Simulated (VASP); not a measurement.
# AlNi (Cmmm) in VASP: notebook, part 2 of 2

VASP 6.6.1. The steps go on from the part before.

## (5) Single point, r2SCAN

File POSCAR:

```
AlNi
1.0
    1.9386940000     -1.9531901500      0.0000000000
    1.9386940000      1.9531901500      0.0000000000
    0.0000000000      0.0000000000      3.0994300413
Al Ni
1 1
Direct
    0.0000000000      0.0000000000      0.0000000000
    0.5000000000      0.5000000000      0.5000000000
```

File INCAR.step1:

```
SYSTEM = AlNi
PREC = Accurate
ENCUT = 520
ISMEAR = 0
SIGMA = 0.1
LREAL = .False.
LASPH = .True.
NELM = 60
NBANDS = 14
GGA = PE
ALGO = Normal
EDIFF = 1E-4
LWAVE = .True.
LCHARG = .False.
```

File INCAR.step2:

```
SYSTEM = AlNi
PREC = Accurate
ENCUT = 520
EDIFF = 1E-6
ISMEAR = 0
SIGMA = 0.1
LREAL = .False.
LASPH = .True.
NELM = 60
ALGO = Normal
ISIF = 2
LWAVE = .False.
LCHARG = .False.
METAGGA = R2SCAN
LMIXTAU = .True.
NBANDS = 14
ISTART = 1
```

File KPOINTS:

```
regular mesh
0
Gamma
  26 26 22
  0 0 0
```

Potentials or basis: VASP PAW PBE potentials, release 64 (Al, Ni).

The run is started by

```bash
$ cat potpaw_PBE.64/Al/POTCAR potpaw_PBE.64/Ni/POTCAR > POTCAR
$ cp INCAR.step1 INCAR
$ mpirun -np 1 vasp_std > vasp.out
$ cp INCAR.step2 INCAR
$ mpirun -np 1 vasp_std > vasp.out
```

OUTCAR:

```text
SYSTEM = AlNi
   PREC = Accurate
   ENCUT = 520
   EDIFF = 1E-6
   ISMEAR = 0
   LREAL = .False.
   LASPH = .True.
   NELM = 60
   ISIF = 2
   METAGGA = R2SCAN
   ISTART = 1

 ion  position               nearest neighbor table
   1  0.000  0.000  0.000-   2 2.48   2 2.48   2 2.48   2 2.48   2 2.49   2 2.49   2 2.49   2 2.49

   2  0.500  0.500  0.500-   1 2.48   1 2.48   1 2.48   1 2.48   1 2.49   1 2.49   1 2.49   1 2.49

  LATTYP: Found a base centered orthorhombic cell.
 ALAT       =     3.8773880000
 B/A-ratio  =     1.0074772759
 C/A-ratio  =     0.7993603017

  Lattice vectors:

 A1 = (   1.9386940000,  -1.9531901500,   0.0000000000)
 A2 = (   1.9386940000,   1.9531901500,   0.0000000000)
 A3 = (   0.0000000000,   0.0000000000,   3.0994300413)

Analysis of symmetry for initial positions (statically):
=====================================================================
 Subroutine PRICEL returns:
 Original cell was already a primitive cell.

 Routine SETGRP: Setting up the symmetry group for a
 base centered orthorhombic supercell.

 Subroutine GETGRP returns: Found  8 space group operations
 (whereof  8 operations were pure point group operations)
 out of a pool of  8 trial point group operations.

The static configuration has the point symmetry D_2h.

Analysis of symmetry for dynamics (positions and initial velocities):
=====================================================================
 Subroutine PRICEL returns:
 Original cell was already a primitive cell.

 Routine SETGRP: Setting up the symmetry group for a
 base centered orthorhombic supercell.

 Subroutine GETGRP returns: Found  8 space group operations
 (whereof  8 operations were pure point group operations)
 out of a pool of  8 trial point group operations.

The dynamic configuration has the point symmetry D_2h.

 Subroutine INISYM returns: Found  8 space group operations
 (whereof  8 operations are pure point group operations),
 and found     1 'primitive' translations

----------------------------------------------------------------------------------------

                                     Primitive cell

  volume of cell :      23.4728

  direct lattice vectors                    reciprocal lattice vectors
     1.938694000 -1.953190150  0.000000000     0.257905580 -0.255991461  0.000000000
     1.938694000  1.953190150  0.000000000     0.257905580  0.255991461  0.000000000
     0.000000000  0.000000000  3.099430041     0.000000000  0.000000000  0.322639965

  length of vectors
     2.751996764  2.751996764  3.099430041     0.363382603  0.363382603  0.322639965

  position of ions in fractional coordinates (direct lattice)
     0.000000000  0.000000000  0.000000000
     0.500000000  0.500000000  0.500000000

  ion indices of the primitive-cell ions
   primitive index   ion index
                 1           1
                 2           2

----------------------------------------------------------------------------------------

 KPOINTS: regular mesh

Automatic generation of k-mesh.
 Grid dimensions read from file:
 generate k-points for:   26   26   22

 Generating k-lattice:

  Cartesian coordinates                     Fractional coordinates (reciprocal lattice)
     0.009919445 -0.009845825  0.000000000     0.038461538  0.000000000  0.000000000
     0.009919445  0.009845825  0.000000000     0.000000000  0.038461538  0.000000000
     0.000000000  0.000000000  0.014665453     0.000000000  0.000000000  0.045454545

  Length of vectors
     0.013976254  0.013976254  0.014665453

  Shift w.r.t. Gamma in fractional coordinates (k-lattice)
     0.000000000  0.000000000  0.000000000

 Subroutine IBZKPT returns following result:
 ===========================================

 Found   2196 irreducible k-points:

 Following reciprocal coordinates:
            Coordinates               Weight
  0.000000  0.000000  0.000000      1.000000
  0.038462  0.000000  0.000000      4.000000
  0.076923  0.000000  0.000000      4.000000
  0.115385  0.000000  0.000000      4.000000
  0.153846  0.000000  0.000000      4.000000
  0.192308  0.000000  0.000000      4.000000
[... 16 lines left out ...]
  0.346154  0.038462  0.000000      4.000000
  0.384615  0.038462  0.000000      4.000000
 [... further k-points ...]
   k-points           NKPTS =   2196   k-points in BZ     NKDIM =   2196   number of bands    NBANDS=     14
   number of dos      NEDOS =    301   number of ions     NIONS =      2
   total plane-waves  NPLWV =   9600
   dimension x,y,z NGX =    20 NGY =   20 NGZ =   24
   dimension x,y,z NGXF=    40 NGYF=   40 NGZF=   48
   ions per type =               1   1
   NGX,Y,Z   is equivalent  to a cutoff of  12.08, 12.08, 12.87 a.u.
   NGXF,Y,Z  is equivalent  to a cutoff of  24.16, 24.16, 25.75 a.u.
 SYSTEM =  AlNi
   PREC   = accura    normal or accurate (medium, high low for compatibility)
   ISTART =      1    job   : 0-new  1-cont  2-samecut
   ICHARG =      0    charge: 1-file 2-atom 10-const
   ISPIN  =      1    spin polarized calculation?
   LNONCOLLINEAR =      F non collinear calculations
   LSORBIT =      F    spin-orbit coupling
   LASPH  =      T    aspherical Exc in radial PAW
   ENCUT  =  520.0 eV  38.22 Ry    6.18 a.u.   5.12  5.12  5.76*2*pi/ulx,y,z
   NELM   =     60;   NELMIN=  2; NELMDL=  0     # of ELM steps
   EDIFF  = 0.1E-05   stopping-criterion for ELM
   LREAL  =      F    real-space projection
   EDIFFG = 0.1E-04   stopping-criterion for IOM
   NSW    =      0    number of steps for IOM
   IBRION =     -1    ionic relax: 0-MD 1-quasi-New 2-CG
   NFREE  =      0    steps in history (QN), initial steepest desc. (CG)
   ISIF   =      2    stress and relaxation
   ISYM   =      2    0-nonsym 1-usesym 2-fastsym
   POTIM  = 0.5000    time-step for ionic-motion
   TEBEG  =    0.0;   TEEND  =   0.0 temperature during run
   PSTRESS=    0.0 pullay stress
   NELECT =      13.0000    total number of electrons
   NUPDOWN=      -1.0000    fix difference up-down
   EMIN   =  10.00;   EMAX   =-10.00  energy-range for DOS
   EFERMI =   0.00;   METHOD = LEGACY
   ISMEAR =     0;   SIGMA  =   0.10  broadening in eV -4-tet -1-fermi 0-gaus
   EFERMI_NEDOS =   21; number of points for ismear=-14 and -15
   IALGO  =     38    algorithm
   IMIX   =      4    mixing-type and parameters
     AMIX     =   0.40;   BMIX     =  1.00
     AMIX_MAG =   1.60;   BMIX_MAG =  1.00
  volume/ion in A,a.u.               =      11.74        79.20
  Fermi-wavevector in a.u.,A,eV,Ry     =   1.344417  2.540580 24.591955  1.807458
  Thomas-Fermi vector in A             =   2.472413
   LORBIT       =      0    0 simple, 1 ext, 2 COOP (PROOUT), +10 PAW based schemes
   METAGGA = R2SCAN    functional components
   LHFCALC =     F    Hartree Fock is set to
   AEXX    =    0.0000 exact exchange contribution
   IVDW    =     0    specifies the selected vdW correction
   LEPSILON=     F    determine dielectric tensor
   LRPA    =     F    only Hartree local field effects (RPA)
 non-spin polarized calculation
 Gauss-broadening in eV      SIGMA  =   0.10
  energy-cutoff  :      520.00
  volume of cell :       23.47
 maximum number of plane-waves:       646
   NGX = 11   NGY = 11   NGZ = 11

 number of electron      13.0000022 magnetization

 Free energy of the ion-electron system (eV)
  ---------------------------------------------------
  ext. energy  EPLUGINS =         0.00000000
  ---------------------------------------------------
  free energy    TOTEN  =       -20.02339280 eV

  energy without entropy =      -20.01896226  energy(sigma->0) =      -20.02117753

 E-fermi :  10.1396     XC(G=0): -13.1114

 val. band max:       10.1388942149   @ k =  -0.3846   0.1538   0.0000
 cond. band min:      10.1410634568   @ k =   0.3846   0.1538   0.0455
 fundamental gap:      0.0021692420
 Fermi energy:        10.1395911360

 k-point     1 :       0.0000    0.0000    0.0000
  band No.  band energies     occupation
      1      -1.7337      2.00000
      2       6.5663      2.00000
      3       6.7688      2.00000
      4       8.4222      2.00000
      5       8.4417      2.00000
      6       8.6857      2.00000
      7      13.2878      0.00000
      8      17.5450      0.00000
      9      17.6740      0.00000
     10      17.7187      0.00000
     11      19.1150      0.00000
     12      26.0409      0.00000
     13      31.6191      0.00000
     14      31.6331      0.00000
[... 377 lines left out ...]
      1       1.3107      2.00000
      2       5.1376      2.00000
      3       7.1756      2.00000
      4       7.4008      2.00000
      5       8.0239      2.00000
      6       8.5255      2.00000
      7      10.0608      1.73472
      8      17.0007      0.00000
      9      18.2110      0.00000
     10      20.6775      0.00000
     11      21.8556      0.00000
     12      24.1120      0.00000
     13      25.3285      0.00000
     14      26.4124      0.00000

 [... further k-points ...]
[... 5 lines left out ...]
  --------------------------------------------------------------------------------------
  -------------------------------------------------------------------------------------
  Total        0.5311572      0.2912973     -0.6435819      0.0000000      0.0000000      0.0000000
  in kB       36.2550098     19.8829782    -43.9287425      0.0000000      0.0000000      0.0000000
  external PRESSURE =       4.0697485 kB  Pullay stress =       0.0000000 kB

 VOLUME and BASIS-vectors are now :
 -----------------------------------------------------------------------------
  energy-cutoff  :      520.00
  volume of cell :       23.47
      direct lattice vectors                 reciprocal lattice vectors
     1.938694000 -1.953190150  0.000000000     0.257905580 -0.255991461  0.000000000
     1.938694000  1.953190150  0.000000000     0.257905580  0.255991461  0.000000000
     0.000000000  0.000000000  3.099430041     0.000000000  0.000000000  0.322639965

 POSITION                                       TOTAL-FORCE (eV/Angst)
 -----------------------------------------------------------------------------------
      0.00000      0.00000      0.00000         0.000000     -0.000000      0.000000
      1.93869      0.00000      1.54972        -0.000000      0.000000      0.000000
 -----------------------------------------------------------------------------------
    total drift:                                0.000000      0.000000      0.000000

  FREE ENERGIE OF THE ION-ELECTRON SYSTEM (eV)
  ---------------------------------------------------
  free  energy   TOTEN  =       -20.0233927970 eV

  energy  without entropy=      -20.0189622643  energy(sigma->0) =      -20.02117753
```

OSZICAR.step1:

```text
N       E                     dE             d eps       ncg     rms          rms(c)
DAV:   1     0.407678360354E+02    0.40768E+02   -0.54001E+03 62468   0.977E+02
DAV:   2    -0.102485818126E+02   -0.51016E+02   -0.46101E+02 66162   0.180E+02
DAV:   3    -0.119759671220E+02   -0.17274E+01   -0.17118E+01 77606   0.367E+01
DAV:   4    -0.119989362439E+02   -0.22969E-01   -0.22963E-01 72582   0.387E+00
DAV:   5    -0.119996195424E+02   -0.68330E-03   -0.68328E-03 79018   0.723E-01    0.124E+01
DAV:   6    -0.140762231947E+02   -0.20766E+01   -0.48169E+01 72702   0.977E+01    0.163E+01
DAV:   7    -0.105181110104E+02    0.35581E+01   -0.14189E+01 74070   0.579E+01    0.110E+00
DAV:   8    -0.105000675783E+02    0.18043E-01   -0.32762E-01 77120   0.625E+00    0.102E+00
DAV:   9    -0.104859943430E+02    0.14073E-01   -0.48400E-02 78670   0.287E+00    0.207E-01
DAV:  10    -0.104856308137E+02    0.36353E-03   -0.17923E-03 87230   0.570E-01    0.807E-02
DAV:  11    -0.104856267514E+02    0.40623E-05   -0.45466E-05 44000   0.646E-02
   1 F= -.10485627E+02 E0= -.10483397E+02  d E =-.445873E-02
```

It took 50 min on 1 thread of Oxide Virtual Turin-like, shared host; peak memory 0.74 GiB.

Results:

```
Free energy            : -20.0234 eV
Pressure               : 0.4 GPa
Band gap on the k mesh : zero (an odd number of electrons rules out a gap without spin polarisation)
```

Caveat: the PAW data sets were made with another functional, which shifts forces and pressure a little.

## (6) Summary

```tsv
k mesh	smearing	gap on the mesh (eV)	pressure (GPa)
16 × 16 × 14	gaussian 0.02 eV	none	0.3
16 × 16 × 14	gaussian 0.05 eV	none	0.3
16 × 16 × 14	fermi-dirac 0.1 eV	none	0.5
26 × 26 × 22	gaussian 0.1 eV	none	0.4
```

Alike in all rows: task single point; level r2SCAN; potentials or basis VASP PAW PBE potentials, release 64 (Al, Ni); no spin polarisation; cell as given; cutoff (eV) 520.

Caveats: the PAW data sets were made with another functional, which shifts forces and pressure a little.

Total energies depend on the potentials used, so only differences within one code and one set of settings carry meaning.
